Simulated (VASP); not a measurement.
# Cs (I4/mmm) in VASP: a series of runs

The runs below take Cs through single point, relaxation of cell and atoms, with PBE, BLYP, r2SCAN.

Everything below comes from runs of VASP 6.6.1. Logs are shortened: lines on timing, memory, paths and dates and some standing lists are left out, and cuts for length are marked.

**1. The cell of the first run**

The structure is tetragonal, space group I4/mmm (No. 139). Conventional cell: a = 5.500 Å, b = 5.500 Å, c = 8.194 Å, α = 90.00°, β = 90.00°, γ = 90.00°.

**2. Single point, PBE**

Contents of INCAR:

```
SYSTEM = Cs
ALGO = Normal
EDIFF = 1E-6
ENCUT = 520
GGA = PE
ISIF = 2
ISMEAR = -1
LASPH = .TRUE.
LCHARG = .FALSE.
LREAL = .FALSE.
LWAVE = .FALSE.
NBANDS = 10
NELM = 60
PREC = Accurate
SIGMA = 0.05
```

Contents of KPOINTS:

```
k-points
0
G
  7 7 7
  0 0 0
```

Contents of POSCAR:

```
Cs
1.0
   -2.7500754600      2.7500754600      4.0972389800
    2.7500754600     -2.7500754600      4.0972389800
    2.7500754600      2.7500754600     -4.0972389800
Cs
1
Direct
    0.0000000000      0.0000000000      0.0000000000
```

Potentials or basis: VASP PAW PBE potentials, release 64 (Cs_sv).

The run is started by

```
> cat potpaw_PBE.64/Cs_sv/POTCAR > POTCAR
> mpirun -np 1 vasp_std > vasp.out
```

OUTCAR:

```text
SYSTEM = Cs
   EDIFF = 1E-6
   ENCUT = 520
   GGA = PE
   ISIF = 2
   ISMEAR = -1
   LASPH = .TRUE.
   LREAL = .FALSE.
   NELM = 60
   PREC = Accurate

 ion  position               nearest neighbor table
   1  0.000  0.000  0.000-

  LATTYP: Found a body centered tetragonal cell.
 ALAT       =     5.5001509200
 C/A-ratio  =     1.4898642018

  Lattice vectors:

 A1 = (  -2.7500754600,   2.7500754600,   4.0972389800)
 A2 = (   2.7500754600,  -2.7500754600,   4.0972389800)
 A3 = (   2.7500754600,   2.7500754600,  -4.0972389800)

Analysis of symmetry for initial positions (statically):
=====================================================================
 Subroutine PRICEL returns:
 Original cell was already a primitive cell.

 Routine SETGRP: Setting up the symmetry group for a
 body centered tetragonal supercell.

 Subroutine GETGRP returns: Found 16 space group operations
 (whereof 16 operations were pure point group operations)
 out of a pool of 16 trial point group operations.

The static configuration has the point symmetry D_4h.

Analysis of symmetry for dynamics (positions and initial velocities):
=====================================================================
 Subroutine PRICEL returns:
 Original cell was already a primitive cell.

 Routine SETGRP: Setting up the symmetry group for a
 body centered tetragonal supercell.

 Subroutine GETGRP returns: Found 16 space group operations
 (whereof 16 operations were pure point group operations)
 out of a pool of 16 trial point group operations.

The dynamic configuration has the point symmetry D_4h.

 Subroutine INISYM returns: Found 16 space group operations
 (whereof 16 operations are pure point group operations),
 and found     1 'primitive' translations

----------------------------------------------------------------------------------------

                                     Primitive cell

  volume of cell :     123.9483

  direct lattice vectors                    reciprocal lattice vectors
    -2.750075460  2.750075460  4.097238980     0.000000000  0.181813193  0.122033399
     2.750075460 -2.750075460  4.097238980     0.181813193  0.000000000  0.122033399
     2.750075460  2.750075460 -4.097238980     0.181813193  0.181813193  0.000000000

  length of vectors
     5.649176695  5.649176695  5.649176695     0.218970746  0.218970746  0.257122683

  position of ions in fractional coordinates (direct lattice)
     0.000000000  0.000000000  0.000000000

  ion indices of the primitive-cell ions
   primitive index   ion index
                 1           1

[... 78 lines left out ...]
   ISYM   =      2    0-nonsym 1-usesym 2-fastsym
   POTIM  = 0.5000    time-step for ionic-motion
   TEBEG  =    0.0;   TEEND  =   0.0 temperature during run
   PSTRESS=    0.0 pullay stress
   NELECT =       9.0000    total number of electrons
   NUPDOWN=      -1.0000    fix difference up-down
   EMIN   =  10.00;   EMAX   =-10.00  energy-range for DOS
   EFERMI =   0.00;   METHOD = LEGACY
   ISMEAR =    -1;   SIGMA  =   0.05  broadening in eV -4-tet -1-fermi 0-gaus
   EFERMI_NEDOS =   21; number of points for ismear=-14 and -15
   IALGO  =     38    algorithm
   IMIX   =      4    mixing-type and parameters
     AMIX     =   0.40;   BMIX     =  1.00
     AMIX_MAG =   1.60;   BMIX_MAG =  1.00
  volume/ion in A,a.u.               =     123.95       836.44
  Fermi-wavevector in a.u.,A,eV,Ry     =   0.682981  1.290648  6.346621  0.466463
  Thomas-Fermi vector in A             =   1.762213
   LORBIT       =      0    0 simple, 1 ext, 2 COOP (PROOUT), +10 PAW based schemes
   GGA     = PE    functional components
   LHFCALC =     F    Hartree Fock is set to
   AEXX    =    0.0000 exact exchange contribution
   IVDW    =     0    specifies the selected vdW correction
   LEPSILON=     F    determine dielectric tensor
   LRPA    =     F    only Hartree local field effects (RPA)
 non-spin polarized calculation
  energy-cutoff  :      520.00
  volume of cell :      123.95
 maximum number of plane-waves:      3360
 NGX is ok and might be reduce to    42
   NGX = 21   NGY = 21   NGZ = 21

 number of electron       9.0000001 magnetization

 Free energy of the ion-electron system (eV)
  ---------------------------------------------------
  ext. energy  EPLUGINS =         0.00000000
  ---------------------------------------------------
  free energy    TOTEN  =        -0.85886095 eV

  energy without entropy =       -0.85195204  energy(sigma->0) =       -0.85540650

 E-fermi :   0.3084     XC(G=0):  -5.2223

 val. band max:        0.2074035993   @ k =  -0.4286   0.2857   0.0000
 cond. band min:       0.3518391429   @ k =  -0.4286  -0.4286   0.4286
 fundamental gap:      0.1444355437
 Fermi energy:         0.3083681175

 k-point     1 :       0.0000    0.0000    0.0000
  band No.  band energies     occupation
      1     -23.6261      2.00000
      2     -10.3808      2.00000
      3     -10.3795      2.00000
      4     -10.3795      2.00000
      5      -1.3294      2.00000
      6       2.5775      0.00000
      7       2.7390      0.00000
      8       2.7390      0.00000
      9       3.5196      0.00000
     10       3.8402      0.00000
[... 287 lines left out ...]
 k-point    24 :      -0.4286    0.4286    0.1429
  band No.  band energies     occupation
      1     -23.6205      2.00000
      2     -10.4667      2.00000
      3     -10.4248      2.00000
      4     -10.4209      2.00000
      5       0.7028      0.00075
      6       1.3531      0.00000
      7       1.6308      0.00000
      8       2.9153      0.00000
      9       3.9199      0.00000
     10       4.2113      0.00000

 [... further k-points ...]

------------------------ aborting loop because EDIFF is reached ----------------------------------------

  FORCE on cell =-STRESS in cart. coord.  units (eV):
  Direction    XX          YY          ZZ          XY          YZ          ZX
  --------------------------------------------------------------------------------------
  -------------------------------------------------------------------------------------
  Total       -0.0712471     -0.0712471     -0.1202364      0.0000000     -0.0000000     -0.0000000
  in kB       -0.9209526     -0.9209526     -1.5541971      0.0000000     -0.0000000     -0.0000000
  external PRESSURE =      -1.1320341 kB  Pullay stress =       0.0000000 kB

 VOLUME and BASIS-vectors are now :
 -----------------------------------------------------------------------------
  energy-cutoff  :      520.00
  volume of cell :      123.95
      direct lattice vectors                 reciprocal lattice vectors
    -2.750075460  2.750075460  4.097238980     0.000000000  0.181813193  0.122033399
     2.750075460 -2.750075460  4.097238980     0.181813193  0.000000000  0.122033399
     2.750075460  2.750075460 -4.097238980     0.181813193  0.181813193  0.000000000

 POSITION                                       TOTAL-FORCE (eV/Angst)
 -----------------------------------------------------------------------------------
      0.00000      0.00000      0.00000        -0.000000      0.000000     -0.000000
 -----------------------------------------------------------------------------------
    total drift:                               -0.000000      0.000000     -0.000000

  FREE ENERGIE OF THE ION-ELECTRON SYSTEM (eV)
  ---------------------------------------------------
  free  energy   TOTEN  =        -0.8588609513 eV

  energy  without entropy=       -0.8519520435  energy(sigma->0) =       -0.85540650
```

OSZICAR:

```text
N       E                     dE             d eps       ncg     rms          rms(c)
DAV:   1     0.541268656427E+02    0.54127E+02   -0.28752E+03   800   0.623E+02
DAV:   2     0.497428166726E+01   -0.49153E+02   -0.47990E+02  1078   0.105E+02
DAV:   3    -0.766746859151E+00   -0.57410E+01   -0.57348E+01   924   0.421E+01
DAV:   4    -0.856438756062E+00   -0.89692E-01   -0.89678E-01  1054   0.632E+00
DAV:   5    -0.856902272584E+00   -0.46352E-03   -0.46349E-03  1092   0.415E-01    0.127E-01
DAV:   6    -0.857674099751E+00   -0.77183E-03   -0.12532E-03  1044   0.171E-01    0.898E-02
DAV:   7    -0.858786368316E+00   -0.11123E-02   -0.35314E-03   872   0.296E-01    0.341E-02
DAV:   8    -0.858859343446E+00   -0.72975E-04   -0.11284E-04   960   0.652E-02    0.491E-03
DAV:   9    -0.858861588758E+00   -0.22453E-05   -0.60830E-06  1208   0.121E-02    0.361E-03
DAV:  10    -0.858860951282E+00    0.63748E-06   -0.16393E-06   912   0.544E-03
   1 F= -.85886095E+00 E0= -.85540650E+00  d E =-.690891E-02
```

It took 71 s on 1 thread of Intel Xeon 8259CL, shared host; peak memory 0.26 GiB.

What came out:

```yaml
Free_energy: -0.8589 eV
Pressure: -0.1 GPa
Band_gap_on_the_k_mesh: zero (an odd number of electrons rules out a gap without spin polarisation)
```

Levels at points of the mesh, in eV from the Fermi level:
| k point | band 3 | band 4 | band 5 | band 6 | band 7 | band 8 |
| --- | --- | --- | --- | --- | --- | --- |
| (0.00, 0.00, 0.00) | -10.69 | -10.69 | -1.64 | 2.27 | 2.43 | 2.43 |

Caveat: spin-orbit coupling is left out, which moves the levels of the heavy elements.

**3. Relaxation of cell and atoms, BLYP**

Contents of INCAR:

```
PREC = Accurate ; ENCUT = 600
EDIFF = 1E-7 ; ISMEAR = -1
SIGMA = 0.05 ; LREAL = F
LASPH = T ; NELM = 60
ALGO = Fast ; ISIF = 3
LWAVE = F ; LCHARG = F
GGA = B5 ; ALDAX = 1.0
AGGAX = 1.0 ; AGGAC = 1.0
ALDAC = 0.0 ; IBRION = 2
NSW = 60 ; EDIFFG = -0.01
```

Contents of KPOINTS:

```
regular mesh
0
Gamma
  7 7 7
```

POSCAR is that of step 2.

Potentials or basis: VASP PAW PBE potentials, release 64 (Cs_sv).

The run is started by

```
> cat potpaw_PBE.64/Cs_sv/POTCAR > POTCAR
> mpirun -np 1 vasp_std > vasp.out
```

Wall time 2.9 min (1 thread of Intel Xeon 6975P-C (Granite Rapids), shared host); peak memory 0.34 GiB.

It converged, with:

```
Free energy                           : -0.5336 eV
Relaxed volume                        : 123.86 Å³/atom
Relaxed cell                          : a = 5.595 Å, b = 5.595 Å, c = 5.595 Å, α = 120.00°, β = 120.00°, γ = 90.00°
Space group after relaxing (to 0.1 Å) : Fm-3m (No. 225)
Energy gained by relaxing             : 0.8 meV/atom
Ionic steps                           : 5
Pressure after relaxing               : 0.0 GPa
Band gap on the k mesh                : zero (an odd number of electrons rules out a gap without spin polarisation)
```

The path:
```tsv
step	energy change (eV)	largest force (eV/Å)	pressure (GPa)	volume (Å³)
1	0.0000	0.0000	0.00	123.95
2	-0.0001	0.0000	0.01	123.95
3	-0.0003	0.0000	0.00	123.95
4	-0.0006	0.0000	0.01	123.93
5	-0.0008	0.0000	0.01	123.86
```

Final structure:
```yaml
crystal:
  lattice:
    - [-2.79762, 2.79762, 3.95622]
    - [2.79762, -2.79762, 3.95622]
    - [2.79762, 2.79762, -3.95622]
  atoms:
    - { symbol: Cs, position: [0.00000, 0.00000, 0.00000] }
```

Levels at points of the mesh, in eV from the Fermi level:
| k point | band 2 | band 3 | band 4 | band 5 | band 6 | band 7 | band 8 |
| --- | --- | --- | --- | --- | --- | --- | --- |
| (0.00, 0.00, 0.00) | -10.81 | -10.81 | -10.81 | -1.62 | 2.19 | 2.19 | 2.19 |

Caveat: the PAW data sets were made with another functional, which shifts forces and pressure a little; spin-orbit coupling is left out, which moves the levels of the heavy elements.

**4. Relaxation of cell and atoms, r2SCAN**

POSCAR is that of step 3.

Contents of INCAR.step1:

```
SYSTEM = Cs
PREC     = Accurate       ! precision mode
ENCUT    = 600            ! plane-wave cutoff, eV
ISMEAR   = -1             ! smearing method
SIGMA    = 0.05           ! smearing width, eV
LREAL    = .False.        ! projectors in reciprocal space
LASPH    = .True.         ! aspherical terms in the spheres
NELM     = 80             ! most SCF steps
GGA      = PE             ! functional
ALGO     = Normal         ! electronic algorithm
EDIFF    = 1E-4           ! SCF threshold, eV
LWAVE    = .True.         ! write WAVECAR
LCHARG   = .False.        ! write CHGCAR
```

Contents of INCAR.step2:

```
SYSTEM = Cs
PREC     = Accurate       ! precision mode
ENCUT    = 600            ! plane-wave cutoff, eV
EDIFF    = 1E-7           ! SCF threshold, eV
ISMEAR   = -1             ! smearing method
SIGMA    = 0.05           ! smearing width, eV
LREAL    = .False.        ! projectors in reciprocal space
LASPH    = .True.         ! aspherical terms in the spheres
NELM     = 80             ! most SCF steps
ALGO     = Normal         ! electronic algorithm
ISIF     = 3              ! what is computed and relaxed
LWAVE    = .False.        ! write WAVECAR
LCHARG   = .False.        ! write CHGCAR
METAGGA  = R2SCAN         ! meta-GGA
LMIXTAU  = .True.       
IBRION   = 2              ! ionic algorithm
NSW      = 60             ! ionic steps
EDIFFG   = -0.01          ! ionic threshold
ISTART   = 1
```

Contents of KPOINTS:

```
Automatic mesh
0
Gamma
  7 7 7
  0 0 0
```

The run is started by

```
> cat potpaw_PBE.64/Cs_sv/POTCAR > POTCAR
> cp INCAR.step1 INCAR
> mpirun -np 1 vasp_std > vasp.out
> cp INCAR.step2 INCAR
> mpirun -np 1 vasp_std > vasp.out
```

It took 13 min on 1 thread of Intel Xeon 6975P-C (Granite Rapids), shared host; peak memory 0.42 GiB.

The run converged. Its results:

- Free energy: -25.0277 eV
- Relaxed volume: 123.43 Å³/atom
- Relaxed cell: a = 5.579 Å, b = 5.579 Å, c = 5.579 Å, α = 119.64°, β = 119.64°, γ = 90.63°
- Space group after relaxing (to 0.1 Å): I4/mmm (No. 139)
- Energy gained by relaxing: 0.6 meV/atom
- Ionic steps: 7
- Pressure after relaxing: 0.0 GPa
- Band gap on the k mesh: zero (an odd number of electrons rules out a gap without spin polarisation)

Step by step:
```csv
step,energy change (eV),largest force (eV/Å),pressure (GPa),volume (Å³)
1,0.0000,0.0000,-0.02,123.95
2,-0.0001,0.0000,0.00,123.66
3,-0.0002,0.0000,0.00,123.11
4,-0.0002,0.0000,0.02,122.01
5,-0.0003,0.0000,0.02,122.16
6,-0.0006,0.0000,0.01,122.60
7,-0.0006,0.0000,0.00,123.43
```

Final structure:
```cif
data_structure
_symmetry_space_group_name_H-M 'P 1'
_symmetry_Int_Tables_number 1
_cell_length_a 5.5787
_cell_length_b 5.5787
_cell_length_c 5.5787
_cell_angle_alpha 119.638
_cell_angle_beta 119.638
_cell_angle_gamma 90.628
_cell_volume 123.43
loop_
_atom_site_label
_atom_site_type_symbol
_atom_site_fract_x
_atom_site_fract_y
_atom_site_fract_z
_atom_site_occupancy
Cs1 Cs 0.00000 0.00000 0.00000 1
```

Levels at points of the mesh, in eV from the Fermi level:
```tsv
k point	band 3	band 4	band 5	band 6	band 7	band 8
(0.00, 0.00, 0.00)	-11.26	-11.26	-1.76	2.65	2.65	2.69
```

Caveat: the PAW data sets were made with another functional, which shifts forces and pressure a little; spin-orbit coupling is left out, which moves the levels of the heavy elements.

**5. Summary**

```tsv
task	level	cell	cutoff (eV)	gap on the mesh (eV)	pressure (GPa)	relaxed volume (Å³/atom)
single point	PBE	as given	520	none	-0.1	-
relaxation of cell and atoms	BLYP	relaxed	600	none	0.0	123.86
relaxation of cell and atoms	r2SCAN	relaxed	600	none	0.0	123.43
```

Alike in all rows: potentials or basis VASP PAW PBE potentials, release 64 (Cs_sv); no spin polarisation; k mesh 7 × 7 × 7; smearing fermi-dirac 0.05 eV.

Caveats: spin-orbit coupling is left out, which moves the levels of the heavy elements; the PAW data sets were made with another functional, which shifts forces and pressure a little (at least some runs).

Absolute energies hang on the potentials; compare differences alone.
